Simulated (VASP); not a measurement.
# SmBiH3 (P4/mmm) in VASP: notebook

SmBiH3 is run at these levels: PBE; tasks: single point, relaxation of cell and atoms.

All numbers are computed with VASP 6.6.1; they aren't measurements. Logs are shortened: lines on timing, memory, paths and dates and some standing lists are left out, and cuts for length are marked.

### Step 1. The cell of the first run

Symmetry: P4/mmm, No. 123, tetragonal system. Conventional cell: a = 4.307 Å, b = 4.307 Å, c = 4.233 Å, α = 90.00°, β = 90.00°, γ = 90.00°. Within 2.8 Å of Sm (site symmetry 4/mmm) lie 2 H at 2.12 Å. Within 4.0 Å of Bi (site symmetry 4/mmm) lie 16 H at 3.02 to 3.71 Å and 4 Sm at 3.05 Å. H (site symmetry mmm) has 2 H at 2.15 Å within 2.8 Å. Within 2.8 Å of H (site symmetry 4/mmm) lie 2 Sm at 2.12 Å and 4 H at 2.15 Å.

The cell was built from a structure type or drawn by symmetry, and may not be a known phase.

### Step 2. Single point, PBE

The input, INCAR:

```
SYSTEM = SmBiH3
PREC     = Accurate       ! precision mode
ENCUT    = 500            ! plane-wave cutoff, eV
EDIFF    = 1E-6           ! SCF threshold, eV
ISMEAR   = 0              ! smearing method
SIGMA    = 0.1            ! smearing width, eV
LREAL    = .False.        ! projectors in reciprocal space
LASPH    = .True.         ! aspherical terms in the spheres
NELM     = 200            ! most SCF steps
ALGO     = Normal         ! electronic algorithm
ISIF     = 2              ! what is computed and relaxed
LWAVE    = .False.        ! write WAVECAR
LCHARG   = .False.        ! write CHGCAR
GGA      = PE             ! functional
NBANDS   = 22             ! bands
GGA_COMPAT= .False.      
LMAXMIX  = 6              ! l up to which the mixer works
```

The input, KPOINTS:

```
regular mesh
0
Gamma
  4 4 4
  0 0 0
```

The input, POSCAR:

```
SmBiH3
1.0
    4.3070829800      0.0000000000      0.0000000000
    0.0000000000      4.3070829800      0.0000000000
    0.0000000000      0.0000000000      4.2325738100
Sm Bi H
1 1 3
Direct
    0.5000000000      0.5000000000      0.0000000000
    0.0000000000      0.0000000000      0.0000000000
    0.5000000000      0.0000000000      0.5000000000
    0.0000000000      0.5000000000      0.5000000000
    0.5000000000      0.5000000000      0.5000000000
```

Potentials or basis: VASP PAW PBE potentials, release 64 (Sm_3, Bi_d, H), 4f in core.

The run is started by

```
cat potpaw_PBE.64/Sm_3/POTCAR potpaw_PBE.64/Bi_d/POTCAR potpaw_PBE.64/H/POTCAR > POTCAR
mpirun -np 1 vasp_std > vasp.out
```

OUTCAR:

```text
SYSTEM = SmBiH3
   PREC = Accurate
   ENCUT = 500
   EDIFF = 1E-6
   ISMEAR = 0
   LREAL = .False.
   LASPH = .True.
   NELM = 200
   ISIF = 2
   GGA = PE

 ion  position               nearest neighbor table
   1  0.500  0.500  0.000-   5 2.12   5 2.12   2 3.05   2 3.05   2 3.05   2 3.05
   2  0.000  0.000  0.000-   1 3.05   1 3.05   1 3.05   1 3.05
   3  0.500  0.000  0.500-
   4  0.000  0.500  0.500-
   5  0.500  0.500  0.500-   1 2.12   1 2.12

  LATTYP: Found a simple tetragonal cell.
 ALAT       =     4.3070829800
 C/A-ratio  =     0.9827007814

  Lattice vectors:

 A1 = (   4.3070829800,   0.0000000000,   0.0000000000)
 A2 = (   0.0000000000,   4.3070829800,   0.0000000000)
 A3 = (   0.0000000000,   0.0000000000,   4.2325738100)

Analysis of symmetry for initial positions (statically):
=====================================================================
 Subroutine PRICEL returns:
 Original cell was already a primitive cell.

 Routine SETGRP: Setting up the symmetry group for a
 simple tetragonal supercell.

 Subroutine GETGRP returns: Found 16 space group operations
 (whereof 16 operations were pure point group operations)
 out of a pool of 16 trial point group operations.

The static configuration has the point symmetry D_4h.

Analysis of symmetry for dynamics (positions and initial velocities):
=====================================================================
 Subroutine PRICEL returns:
 Original cell was already a primitive cell.

 Routine SETGRP: Setting up the symmetry group for a
 simple tetragonal supercell.

 Subroutine GETGRP returns: Found 16 space group operations
 (whereof 16 operations were pure point group operations)
 out of a pool of 16 trial point group operations.

The dynamic configuration has the point symmetry D_4h.

 Subroutine INISYM returns: Found 16 space group operations
 (whereof 16 operations are pure point group operations),
 and found     1 'primitive' translations

----------------------------------------------------------------------------------------

                                     Primitive cell

  volume of cell :      78.5183

  direct lattice vectors                    reciprocal lattice vectors
     4.307082980  0.000000000  0.000000000     0.232175699  0.000000000  0.000000000
     0.000000000  4.307082980  0.000000000     0.000000000  0.232175699  0.000000000
     0.000000000  0.000000000  4.232573810     0.000000000  0.000000000  0.236262862

  length of vectors
     4.307082980  4.307082980  4.232573810     0.232175699  0.232175699  0.236262862

  position of ions in fractional coordinates (direct lattice)
     0.500000000  0.500000000  0.000000000
     0.000000000  0.000000000  0.000000000
     0.500000000  0.000000000  0.500000000
     0.000000000  0.500000000  0.500000000
     0.500000000  0.500000000  0.500000000

  ion indices of the primitive-cell ions
   primitive index   ion index
                 1           1
                 2           2
                 3           3
                 4           4
                 5           5

----------------------------------------------------------------------------------------

 KPOINTS: regular mesh

Automatic generation of k-mesh.
 Grid dimensions read from file:
 generate k-points for:    4    4    4

 Generating k-lattice:

  Cartesian coordinates                     Fractional coordinates (reciprocal lattice)
     0.058043925  0.000000000  0.000000000     0.250000000  0.000000000  0.000000000
     0.000000000  0.058043925  0.000000000     0.000000000  0.250000000  0.000000000
     0.000000000  0.000000000  0.059065715     0.000000000  0.000000000  0.250000000

  Length of vectors
     0.058043925  0.058043925  0.059065715

  Shift w.r.t. Gamma in fractional coordinates (k-lattice)
     0.000000000  0.000000000  0.000000000

 Subroutine IBZKPT returns following result:
 ===========================================

 Found     18 irreducible k-points:

 Following reciprocal coordinates:
            Coordinates               Weight
  0.000000  0.000000  0.000000      1.000000
  0.250000  0.000000  0.000000      4.000000
  0.500000  0.000000  0.000000      2.000000
  0.250000  0.250000  0.000000      4.000000
  0.500000  0.250000  0.000000      4.000000
  0.500000  0.500000  0.000000      1.000000
[... 10 lines left out ...]
  0.500000  0.250000  0.500000      4.000000
  0.500000  0.500000  0.500000      1.000000
   k-points           NKPTS =     18   k-points in BZ     NKDIM =     18   number of bands    NBANDS=     22
   number of dos      NEDOS =    301   number of ions     NIONS =      5
   total plane-waves  NPLWV =  32768
   dimension x,y,z NGX =    32 NGY =   32 NGZ =   32
   dimension x,y,z NGXF=    64 NGYF=   64 NGZF=   64
   ions per type =               1   1   3
   NGX,Y,Z   is equivalent  to a cutoff of  12.35, 12.35, 12.57 a.u.
   NGXF,Y,Z  is equivalent  to a cutoff of  24.70, 24.70, 25.14 a.u.
 SYSTEM =  SmBiH3
   PREC   = accura    normal or accurate (medium, high low for compatibility)
   ISTART =      0    job   : 0-new  1-cont  2-samecut
   ICHARG =      2    charge: 1-file 2-atom 10-const
   ISPIN  =      1    spin polarized calculation?
   LNONCOLLINEAR =      F non collinear calculations
   LSORBIT =      F    spin-orbit coupling
   LASPH  =      T    aspherical Exc in radial PAW
   ENCUT  =  500.0 eV  36.75 Ry    6.06 a.u.   7.85  7.85  7.72*2*pi/ulx,y,z
   NELM   =    200;   NELMIN=  2; NELMDL= -5     # of ELM steps
   EDIFF  = 0.1E-05   stopping-criterion for ELM
   LREAL  =      F    real-space projection
   EDIFFG = 0.1E-04   stopping-criterion for IOM
   NSW    =      0    number of steps for IOM
   IBRION =     -1    ionic relax: 0-MD 1-quasi-New 2-CG
   NFREE  =      0    steps in history (QN), initial steepest desc. (CG)
   ISIF   =      2    stress and relaxation
   ISYM   =      2    0-nonsym 1-usesym 2-fastsym
   POTIM  = 0.5000    time-step for ionic-motion
   TEBEG  =    0.0;   TEEND  =   0.0 temperature during run
   PSTRESS=    0.0 pullay stress
   NELECT =      29.0000    total number of electrons
   NUPDOWN=      -1.0000    fix difference up-down
   EMIN   =  10.00;   EMAX   =-10.00  energy-range for DOS
   EFERMI =   0.00;   METHOD = LEGACY
   ISMEAR =     0;   SIGMA  =   0.10  broadening in eV -4-tet -1-fermi 0-gaus
   EFERMI_NEDOS =   21; number of points for ismear=-14 and -15
   IALGO  =     38    algorithm
   IMIX   =      4    mixing-type and parameters
     AMIX     =   0.40;   BMIX     =  1.00
     AMIX_MAG =   1.60;   BMIX_MAG =  1.00
  volume/ion in A,a.u.               =      15.70       105.97
  Fermi-wavevector in a.u.,A,eV,Ry     =   1.174583  2.219641 18.771223  1.379646
  Thomas-Fermi vector in A             =   2.310978
   LORBIT       =      0    0 simple, 1 ext, 2 COOP (PROOUT), +10 PAW based schemes
   GGA     = PE    functional components
   LHFCALC =     F    Hartree Fock is set to
   AEXX    =    0.0000 exact exchange contribution
   IVDW    =     0    specifies the selected vdW correction
   LEPSILON=     F    determine dielectric tensor
   LRPA    =     F    only Hartree local field effects (RPA)
 non-spin polarized calculation
 Gauss-broadening in eV      SIGMA  =   0.10
  energy-cutoff  :      500.00
  volume of cell :       78.52
 maximum number of plane-waves:      2008
 NGX is ok and might be reduce to    32
   NGX = 15   NGY = 15   NGZ = 15

 number of electron      29.0000005 magnetization

 Free energy of the ion-electron system (eV)
  ---------------------------------------------------
  ext. energy  EPLUGINS =         0.00000000
  ---------------------------------------------------
  free energy    TOTEN  =       -16.69694603 eV

  energy without entropy =      -16.67680526  energy(sigma->0) =      -16.68687565

 E-fermi :   3.8423     XC(G=0):  -9.7775

 val. band max:        3.8117239241   @ k =   0.2500   0.2500   0.2500
 cond. band min:       3.8644861912   @ k =   0.5000   0.2500   0.5000
 fundamental gap:      0.0527622670
 Fermi energy:         3.8422549283

 k-point     1 :       0.0000    0.0000    0.0000
  band No.  band energies     occupation
      1     -37.0405      2.00000
      2     -18.8222      2.00000
      3     -18.7543      2.00000
      4     -18.7468      2.00000
      5     -18.7468      2.00000
      6     -18.6810      2.00000
[... 14 lines left out ...]
     21       8.0710      0.00000
     22      11.5580      0.00000

 k-point     2 :       0.2500    0.0000    0.0000
  band No.  band energies     occupation
      1     -37.0381      2.00000
      2     -18.8445      2.00000
      3     -18.8160      2.00000
      4     -18.7524      2.00000
      5     -18.7465      2.00000
      6     -18.6757      2.00000
[... 14 lines left out ...]
     21      10.2646      0.00000
     22      12.0673      0.00000

 k-point     3 :       0.5000    0.0000    0.0000
  band No.  band energies     occupation
      1     -37.0356      2.00000
      2     -18.8733      2.00000
      3     -18.8692      2.00000
      4     -18.7580      2.00000
      5     -18.7461      2.00000
      6     -18.6687      2.00000
[... 14 lines left out ...]
     21      10.4539      0.00000
     22      10.6581      0.00000

 k-point     4 :       0.2500    0.2500    0.0000
  band No.  band energies     occupation
      1     -37.0362      2.00000
      2     -18.8678      2.00000
      3     -18.7881      2.00000
      4     -18.7521      2.00000
      5     -18.7491      2.00000
      6     -18.6687      2.00000
[... 14 lines left out ...]
     21      11.0416      0.00000
     22      12.0901      0.00000

 k-point     5 :       0.5000    0.2500    0.0000
  band No.  band energies     occupation
      1     -37.0344      2.00000
      2     -18.8425      2.00000
      3     -18.8124      2.00000
      4     -18.7547      2.00000
      5     -18.7488      2.00000
      6     -18.6593      2.00000
[... 14 lines left out ...]
     21       9.6694      0.00000
     22      11.1405      0.00000

 k-point     6 :       0.5000    0.5000    0.0000
  band No.  band energies     occupation
      1     -37.0332      2.00000
      2     -18.8173      2.00000
      3     -18.7514      2.00000
      4     -18.7514      2.00000
      5     -18.7442      2.00000
      6     -18.6479      2.00000
[... 14 lines left out ...]
     21       8.3021      0.00000
     22       9.7719      0.00000

 k-point     7 :       0.0000    0.0000    0.2500
  band No.  band energies     occupation
      1     -37.0375      2.00000
      2     -18.8135      2.00000
      3     -18.7541      2.00000
      4     -18.7493      2.00000
      5     -18.7493      2.00000
      6     -18.6806      2.00000
[... 174 lines left out ...]
      6     -18.6747      2.00000
[... 14 lines left out ...]
     21       9.0798      0.00000
     22      10.4597      0.00000

 k-point    15 :       0.5000    0.0000    0.5000
  band No.  band energies     occupation
      1     -37.0296      2.00000
      2     -18.8720      2.00000
      3     -18.8540      2.00000
      4     -18.7654      2.00000
      5     -18.7509      2.00000
      6     -18.6673      2.00000
[... 14 lines left out ...]
     21       9.3283      0.00000
     22      10.9898      0.00000

 k-point    16 :       0.2500    0.2500    0.5000
  band No.  band energies     occupation
      1     -37.0302      2.00000
      2     -18.8577      2.00000
      3     -18.7806      2.00000
      4     -18.7582      2.00000
      5     -18.7545      2.00000
      6     -18.6680      2.00000
[... 14 lines left out ...]
     21       8.0227      0.00000
     22      12.5537      0.00000

 k-point    17 :       0.5000    0.2500    0.5000
  band No.  band energies     occupation
      1     -37.0284      2.00000
      2     -18.8262      2.00000
      3     -18.8114      2.00000
      4     -18.7614      2.00000
      5     -18.7542      2.00000
      6     -18.6586      2.00000
[... 14 lines left out ...]
     21       8.8598      0.00000
     22      10.6518      0.00000

 k-point    18 :       0.5000    0.5000    0.5000
  band No.  band energies     occupation
      1     -37.0271      2.00000
      2     -18.7999      2.00000
      3     -18.7574      2.00000
      4     -18.7574      2.00000
      5     -18.7438      2.00000
      6     -18.6475      2.00000
[... 14 lines left out ...]
     21       8.6109      0.00000
     22       8.7531      0.00000

------------------------ aborting loop because EDIFF is reached ----------------------------------------

  FORCE on cell =-STRESS in cart. coord.  units (eV):
  Direction    XX          YY          ZZ          XY          YZ          ZX
  --------------------------------------------------------------------------------------
  -------------------------------------------------------------------------------------
  Total        3.0825643      3.0825643     -3.6398941      0.0000000     -0.0000000     -0.0000000
  in kB       62.9001549     62.9001549    -74.2725470      0.0000000     -0.0000000     -0.0000000
  external PRESSURE =      17.1759209 kB  Pullay stress =       0.0000000 kB

 VOLUME and BASIS-vectors are now :
 -----------------------------------------------------------------------------
  energy-cutoff  :      500.00
  volume of cell :       78.52
      direct lattice vectors                 reciprocal lattice vectors
     4.307082980  0.000000000  0.000000000     0.232175699  0.000000000  0.000000000
     0.000000000  4.307082980  0.000000000     0.000000000  0.232175699  0.000000000
     0.000000000  0.000000000  4.232573810     0.000000000  0.000000000  0.236262862

 POSITION                                       TOTAL-FORCE (eV/Angst)
 -----------------------------------------------------------------------------------
      2.15354      2.15354      0.00000         0.000000      0.000000      0.000000
      0.00000      0.00000      0.00000         0.000000      0.000000      0.000000
      2.15354      0.00000      2.11629         0.000000      0.000000      0.000000
      0.00000      2.15354      2.11629         0.000000      0.000000      0.000000
      2.15354      2.15354      2.11629         0.000000      0.000000      0.000000
 -----------------------------------------------------------------------------------
    total drift:                                0.000000     -0.000000     -0.000000

  FREE ENERGIE OF THE ION-ELECTRON SYSTEM (eV)
  ---------------------------------------------------
  free  energy   TOTEN  =       -16.6969460348 eV

  energy  without entropy=      -16.6768052566  energy(sigma->0) =      -16.68687565
```

Run time: 21 s. Hardware: 1 thread of Intel Xeon 6975P-C (Granite Rapids), shared host; peak memory 0.19 GiB.

Results:

| Item | Value |
| --- | --- |
| Free energy | -16.6969 eV |
| Pressure | 1.7 GPa |
| Band gap on the k mesh | zero (an odd number of electrons rules out a gap without spin polarisation) |

Caveat: the k points lie up to 0.37 Å⁻¹ apart, too coarse for converged energies and pressures of a metal; spin-orbit coupling is left out, which moves the levels of the heavy elements; the 4f electrons are frozen in the core, so they carry no moment and show no levels. Spin polarisation is off, so any magnetic state and its effect on volume and gap are missing.

### Step 3. Single point, PBE

This run uses another cell than the first one, of 16.21 Å³/atom.

The input, INCAR:

```
SYSTEM = SmBiH3
ALGO = Normal
EDIFF = 1E-6
ENCUT = 500
GGA = PE
GGA_COMPAT = .False.
ISIF = 2
ISMEAR = 0
LASPH = .True.
LCHARG = .True.
LELF = .True.
LMAXMIX = 6
LREAL = .False.
LVHAR = .True.
LWAVE = .False.
NBANDS = 22
NELM = 200
PREC = Accurate
SIGMA = 0.1
```

The input, KPOINTS:

```
k-points
0
Gamma
  4 4 4
  0 0 0
```

POSCAR: that of step 2 with these lines changed.

```diff
@@ -2,5 +2,5 @@
 1.0
-    4.3070829800      0.0000000000      0.0000000000
-    0.0000000000      4.3070829800      0.0000000000
-    0.0000000000      0.0000000000      4.2325738100
+    4.5412537478      0.0000000000      0.0000000000
+    0.0000000000      4.5412537478      0.0000000000
+    0.0000000000      0.0000000000      3.9302307092
 Sm Bi H
```

Potentials or basis: VASP PAW PBE potentials, release 64 (Sm_3, Bi_d, H), 4f in core.

The run is started by

```
cat potpaw_PBE.64/Sm_3/POTCAR potpaw_PBE.64/Bi_d/POTCAR potpaw_PBE.64/H/POTCAR > POTCAR
mpirun -np 1 vasp_std > vasp.out
```

It took 29 s on 1 thread of Intel Xeon 6975P-C (Granite Rapids), shared host; peak memory 0.2 GiB.

The run converged. Its results:

* Free energy: -17.0806 eV
* Pressure: 0.1 GPa
* Band gap on the k mesh: zero (an odd number of electrons rules out a gap without spin polarisation)

Stress tensor (GPa, compression positive):
```
-0.02  0.00  0.00
 0.00 -0.02  0.00
 0.00  0.00  0.22
```

Levels at points of the mesh, in eV from the Fermi level:
```
           k point  band 12  band 13  band 14  band 15  band 16  band 17
(0.00, 0.00, 0.00)    -2.78    -0.71    -0.58    -0.58     1.13     2.01
(0.50, 0.00, 0.00)    -3.83    -2.14    -2.07     0.54     1.39     3.04
(0.50, 0.50, 0.00)    -4.19    -4.19     1.87     1.89     1.89     2.55
(0.00, 0.00, 0.50)    -1.53    -0.35     0.30     0.30     0.31     1.06
(0.50, 0.00, 0.50)    -3.37    -3.10    -1.53     0.29     0.68     1.35
(0.50, 0.50, 0.50)    -3.39    -2.12    -1.38    -1.38    -1.34     3.10
```

Caveat: the k points lie up to 0.40 Å⁻¹ apart, too coarse for converged energies and pressures of a metal; spin-orbit coupling is left out, which moves the levels of the heavy elements; the 4f electrons are frozen in the core, so they carry no moment and show no levels. Spin polarisation is off, so any magnetic state and its effect on volume and gap are missing.

(Part 1 of 2 ends here.)
